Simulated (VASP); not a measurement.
# AlC (Pm-3m) in VASP: notebook

The runs below take AlC through single point, relaxation of cell and atoms, with PBE.

Everything below comes from runs of VASP 6.6.1. Logs are shortened: lines on timing, memory, paths and dates and some standing lists are left out, and cuts for length are marked.

## Step 1: The cell of the first run

The structure is cubic, space group Pm-3m (No. 221). The conventional cell has a = 2.692 Å, b = 2.692 Å, c = 2.692 Å, α = 90.00°, β = 90.00°, γ = 90.00°. Within 3.1 Å of Al (site symmetry m-3m) lie 8 C at 2.33 Å and 6 Al at 2.69 Å. Within 3.1 Å of C (site symmetry m-3m) lie 8 Al at 2.33 Å and 6 C at 2.69 Å.

## Step 2: Single point, PBE

INCAR reads:

```
SYSTEM = AlC
PREC     = Accurate       ! precision mode
ENCUT    = 520            ! plane-wave cutoff, eV
EDIFF    = 1E-6           ! SCF threshold, eV
ISMEAR   = 0              ! smearing method
SIGMA    = 0.1            ! smearing width, eV
LREAL    = .False.        ! projectors in reciprocal space
LASPH    = .True.         ! aspherical terms in the spheres
NELM     = 100            ! most SCF steps
ALGO     = Normal         ! electronic algorithm
ISIF     = 2              ! what is computed and relaxed
LWAVE    = .False.        ! write WAVECAR
LCHARG   = .False.        ! write CHGCAR
GGA      = PE             ! functional
NBANDS   = 10             ! bands
```

KPOINTS reads:

```
Automatic mesh
0
Gamma
  6 6 6
  0 0 0
```

POSCAR reads:

```
AlC
1.0
    2.6924951611      0.0000000000      0.0000000000
    0.0000000000      2.6924951611      0.0000000000
    0.0000000000      0.0000000000      2.6924951611
Al C
1 1
Direct
    0.0000000000      0.0000000000      0.0000000000
    0.5000000000      0.5000000000      0.5000000000
```

Potentials or basis: VASP PAW PBE potentials, release 64 (Al, C).

Run with:

```bash
$ cat potpaw_PBE.64/Al/POTCAR potpaw_PBE.64/C/POTCAR > POTCAR
$ mpirun -np 1 vasp_std > vasp.out
```

OUTCAR:

```text
SYSTEM = AlC
   PREC = Accurate
   ENCUT = 520
   EDIFF = 1E-6
   ISMEAR = 0
   LREAL = .False.
   LASPH = .True.
   NELM = 100
   ISIF = 2
   GGA = PE

 ion  position               nearest neighbor table
   1  0.000  0.000  0.000-   2 2.33   2 2.33   2 2.33   2 2.33   2 2.33   2 2.33   2 2.33   2 2.33

   2  0.500  0.500  0.500-   1 2.33   1 2.33   1 2.33   1 2.33   1 2.33   1 2.33   1 2.33   1 2.33

  LATTYP: Found a simple cubic cell.
 ALAT       =     2.6924951611

  Lattice vectors:

 A1 = (   2.6924951611,   0.0000000000,   0.0000000000)
 A2 = (   0.0000000000,   2.6924951611,   0.0000000000)
 A3 = (   0.0000000000,   0.0000000000,   2.6924951611)

Analysis of symmetry for initial positions (statically):
=====================================================================
 Subroutine PRICEL returns:
 Original cell was already a primitive cell.

 Routine SETGRP: Setting up the symmetry group for a
 simple cubic supercell.

 Subroutine GETGRP returns: Found 48 space group operations
 (whereof 48 operations were pure point group operations)
 out of a pool of 48 trial point group operations.

The static configuration has the point symmetry O_h .

Analysis of symmetry for dynamics (positions and initial velocities):
=====================================================================
 Subroutine PRICEL returns:
 Original cell was already a primitive cell.

 Routine SETGRP: Setting up the symmetry group for a
 simple cubic supercell.

 Subroutine GETGRP returns: Found 48 space group operations
 (whereof 48 operations were pure point group operations)
 out of a pool of 48 trial point group operations.

The dynamic configuration has the point symmetry O_h .

 Subroutine INISYM returns: Found 48 space group operations
 (whereof 48 operations are pure point group operations),
 and found     1 'primitive' translations

----------------------------------------------------------------------------------------

                                     Primitive cell

  volume of cell :      19.5193

  direct lattice vectors                    reciprocal lattice vectors
     2.692495161  0.000000000  0.000000000     0.371402710  0.000000000  0.000000000
     0.000000000  2.692495161  0.000000000     0.000000000  0.371402710  0.000000000
     0.000000000  0.000000000  2.692495161     0.000000000  0.000000000  0.371402710

  length of vectors
     2.692495161  2.692495161  2.692495161     0.371402710  0.371402710  0.371402710

  position of ions in fractional coordinates (direct lattice)
     0.000000000  0.000000000  0.000000000
     0.500000000  0.500000000  0.500000000

  ion indices of the primitive-cell ions
   primitive index   ion index
[... 78 lines left out ...]
   TEBEG  =    0.0;   TEEND  =   0.0 temperature during run
   PSTRESS=    0.0 pullay stress
   NELECT =       7.0000    total number of electrons
   NUPDOWN=      -1.0000    fix difference up-down
   EMIN   =  10.00;   EMAX   =-10.00  energy-range for DOS
   EFERMI =   0.00;   METHOD = LEGACY
   ISMEAR =     0;   SIGMA  =   0.10  broadening in eV -4-tet -1-fermi 0-gaus
   EFERMI_NEDOS =   21; number of points for ismear=-14 and -15
   IALGO  =     38    algorithm
   IMIX   =      4    mixing-type and parameters
     AMIX     =   0.40;   BMIX     =  1.00
     AMIX_MAG =   1.60;   BMIX_MAG =  1.00
  volume/ion in A,a.u.               =       9.76        65.86
  Fermi-wavevector in a.u.,A,eV,Ry     =   1.163106  2.197951 18.406169  1.352815
  Thomas-Fermi vector in A             =   2.299659
   LORBIT       =      0    0 simple, 1 ext, 2 COOP (PROOUT), +10 PAW based schemes
   GGA     = PE    functional components
   LHFCALC =     F    Hartree Fock is set to
   AEXX    =    0.0000 exact exchange contribution
   IVDW    =     0    specifies the selected vdW correction
   LEPSILON=     F    determine dielectric tensor
   LRPA    =     F    only Hartree local field effects (RPA)
 non-spin polarized calculation
 Gauss-broadening in eV      SIGMA  =   0.10
  energy-cutoff  :      520.00
  volume of cell :       19.52
 maximum number of plane-waves:       552
   NGX = 11   NGY = 11   NGZ = 11

 number of electron       7.0000000 magnetization

 Free energy of the ion-electron system (eV)
  ---------------------------------------------------
  ext. energy  EPLUGINS =         0.00000000
  ---------------------------------------------------
  free energy    TOTEN  =       -10.38378681 eV

  energy without entropy =      -10.37706992  energy(sigma->0) =      -10.38042836

 E-fermi :  10.0050     XC(G=0): -11.7304

 val. band max:        9.9681771674   @ k =   0.1667   0.0000   0.0000
 cond. band min:      10.0780603464   @ k =   0.5000   0.3333   0.1667
 fundamental gap:      0.1098831790
 Fermi energy:        10.0049745114

 k-point     1 :       0.0000    0.0000    0.0000
  band No.  band energies     occupation
      1      -5.8428      2.00000
      2       9.6826      1.99999
      3       9.6826      1.99999
      4       9.6826      1.99999
      5      13.6567      0.00000
      6      15.7156      0.00000
      7      15.7156      0.00000
      8      25.4361      0.00000
      9      25.4361      0.00000
     10      25.4361      0.00000
[... 235 lines left out ...]
 k-point    20 :       0.5000    0.5000    0.5000
  band No.  band energies     occupation
      1       2.9159      2.00000
      2       6.0682      2.00000
      3       6.0682      2.00000
      4       6.0682      2.00000
      5      10.9422      0.00000
      6      10.9422      0.00000
      7      10.9422      0.00000
      8      16.0245      0.00000
      9      29.6811      0.00000
     10      29.6811      0.00000

------------------------ aborting loop because EDIFF is reached ----------------------------------------

  FORCE on cell =-STRESS in cart. coord.  units (eV):
  Direction    XX          YY          ZZ          XY          YZ          ZX
  --------------------------------------------------------------------------------------
  -------------------------------------------------------------------------------------
  Total       -0.0252177     -0.0252177     -0.0252177     -0.0000000      0.0000000     -0.0000000
  in kB       -2.0699120     -2.0699120     -2.0699120     -0.0000000      0.0000000     -0.0000000
  external PRESSURE =      -2.0699120 kB  Pullay stress =       0.0000000 kB

 VOLUME and BASIS-vectors are now :
 -----------------------------------------------------------------------------
  energy-cutoff  :      520.00
  volume of cell :       19.52
      direct lattice vectors                 reciprocal lattice vectors
     2.692495161  0.000000000  0.000000000     0.371402710  0.000000000  0.000000000
     0.000000000  2.692495161  0.000000000     0.000000000  0.371402710  0.000000000
     0.000000000  0.000000000  2.692495161     0.000000000  0.000000000  0.371402710

 POSITION                                       TOTAL-FORCE (eV/Angst)
 -----------------------------------------------------------------------------------
      0.00000      0.00000      0.00000         0.000000      0.000000      0.000000
      1.34625      1.34625      1.34625         0.000000      0.000000      0.000000
 -----------------------------------------------------------------------------------
    total drift:                                0.000000      0.000000      0.000000

  FREE ENERGIE OF THE ION-ELECTRON SYSTEM (eV)
  ---------------------------------------------------
  free  energy   TOTEN  =       -10.3837868132 eV

  energy  without entropy=      -10.3770699154  energy(sigma->0) =      -10.38042836
```

OSZICAR:

```text
N       E                     dE             d eps       ncg     rms          rms(c)
DAV:   1     0.362336565378E+01    0.36234E+01   -0.29948E+03   408   0.532E+02
DAV:   2    -0.107458172424E+02   -0.14369E+02   -0.13301E+02   512   0.894E+01
DAV:   3    -0.111272884143E+02   -0.38147E+00   -0.37653E+00   484   0.129E+01
DAV:   4    -0.111286727379E+02   -0.13843E-02   -0.13840E-02   538   0.922E-01
DAV:   5    -0.111286778488E+02   -0.51109E-05   -0.51114E-05   440   0.499E-02    0.424E+00
DAV:   6    -0.104165815401E+02    0.71210E+00   -0.22990E+00   422   0.660E+00    0.140E+00
DAV:   7    -0.103924380650E+02    0.24143E-01   -0.10963E-01   494   0.191E+00    0.876E-01
DAV:   8    -0.103857550602E+02    0.66830E-02   -0.25995E-02   416   0.949E-01    0.257E-01
DAV:   9    -0.103837994930E+02    0.19556E-02   -0.67342E-03   436   0.369E-01    0.106E-01
DAV:  10    -0.103838070152E+02   -0.75222E-05   -0.12438E-04   464   0.839E-02    0.734E-02
DAV:  11    -0.103837884862E+02    0.18529E-04   -0.14613E-04   448   0.543E-02    0.139E-02
DAV:  12    -0.103837868952E+02    0.15910E-05   -0.84744E-06   440   0.170E-02    0.336E-03
DAV:  13    -0.103837868132E+02    0.82037E-07   -0.16317E-07   218   0.315E-03
   1 F= -.10383787E+02 E0= -.10380428E+02  d E =-.671690E-02
```

Wall time 3.6 s (1 thread of Intel Xeon Platinum 8488C (Sapphire Rapids), shared host); peak memory 0.12 GiB.

Results:

| Property | Result |
| --- | --- |
| Free energy | -10.3838 eV |
| Pressure | -0.2 GPa |

Levels at points of the mesh, in eV from the Fermi level:
```
           k point  band 2  band 3  band 4  band 5  band 6  band 7
(0.00, 0.00, 0.00)   -0.32   -0.32   -0.32    3.65    5.71    5.71
(0.50, 0.00, 0.00)   -9.64    1.05    1.05    6.53    8.37    9.34
(0.50, 0.50, 0.00)   -6.57   -6.57   -2.00    2.35   10.22   10.22
(0.50, 0.50, 0.50)   -3.94   -3.94   -3.94    0.94    0.94    0.94
```

Caveat: the k points lie up to 0.39 Å⁻¹ apart.

## Step 3: Relaxation of cell and atoms, PBE

This run uses another cell than the first one, of 16.37 Å³/atom, 1.678 times its volume.

INCAR reads:

```
SYSTEM = AlC
PREC = Accurate ; ENCUT = 600
EDIFF = 1E-6 ; ISMEAR = 0
SIGMA = 0.1 ; LREAL = .False.
LASPH = .True. ; NELM = 80
ALGO = Normal ; ISIF = 3
LWAVE = .False. ; LCHARG = .False.
GGA = PE ; IBRION = 2
NSW = 90 ; EDIFFG = -0.04
```

KPOINTS is that of step 2.

POSCAR reads:

```
AlC
1.0
    3.1993051600      0.0000000000      0.0000000000
    0.0000000000      3.1993051600      0.0000000000
    0.0000000000      0.0000000000      3.1993051600
Al C
1 1
Direct
    0.0000000000      0.0000000000      0.0000000000
    0.5000000000      0.5000000000      0.5000000000
```

Potentials or basis: VASP PAW PBE potentials, release 64 (Al, C).

Run with:

```bash
$ cat potpaw_PBE.64/Al/POTCAR potpaw_PBE.64/C/POTCAR > POTCAR
$ mpirun -np 1 vasp_std > vasp.out
```

Wall time 13 s (1 thread of Intel Xeon Platinum 8488C (Sapphire Rapids), shared host); peak memory 0.15 GiB.

Results (log left out):

* Free energy: -10.3919 eV
* Relaxed volume: 9.72 Å³/atom
* Relaxed cell: a = 2.689 Å, b = 2.689 Å, c = 2.689 Å, α = 90.00°, β = 90.00°, γ = 90.00°
* Space group after relaxing (to 0.05 Å): Pm-3m (No. 221)
* Energy gained by relaxing: 905.1 meV/atom
* Ionic steps: 4
* Pressure after relaxing: 0.4 GPa

The path:
| step | energy change (eV) | largest force (eV/Å) | pressure (GPa) | volume (Å³) |
| --- | --- | --- | --- | --- |
| 1 | 0.0000 | 0.0000 | -26.79 | 32.75 |
| 2 | -1.7273 | 0.0000 | -12.72 | 21.41 |
| 3 | -1.8095 | 0.0000 | -1.43 | 19.66 |
| 4 | -1.8102 | 0.0000 | 0.40 | 19.44 |

Final structure:
```
Al C
1.0
     2.68898    0.00000    0.00000
     0.00000    2.68898    0.00000
     0.00000    0.00000    2.68898
Al C
1 1
Direct
  0.00000 0.00000 0.00000
  0.50000 0.50000 0.50000
```

Levels at points of the mesh, in eV from the Fermi level:
| k point | band 2 | band 3 | band 4 | band 5 | band 6 | band 7 |
| --- | --- | --- | --- | --- | --- | --- |
| (0.00, 0.00, 0.00) | -0.32 | -0.32 | -0.32 | 3.70 | 5.71 | 5.71 |
| (0.50, 0.00, 0.00) | -9.66 | 1.05 | 1.05 | 6.57 | 8.42 | 10.57 |
| (0.50, 0.50, 0.00) | -6.60 | -6.60 | -2.00 | 2.36 | 10.26 | 10.26 |
| (0.50, 0.50, 0.50) | -3.96 | -3.96 | -3.96 | 0.94 | 0.94 | 0.94 |

Caveat: the volume moved by over 15 % at a fixed basis, so the end points are rough.
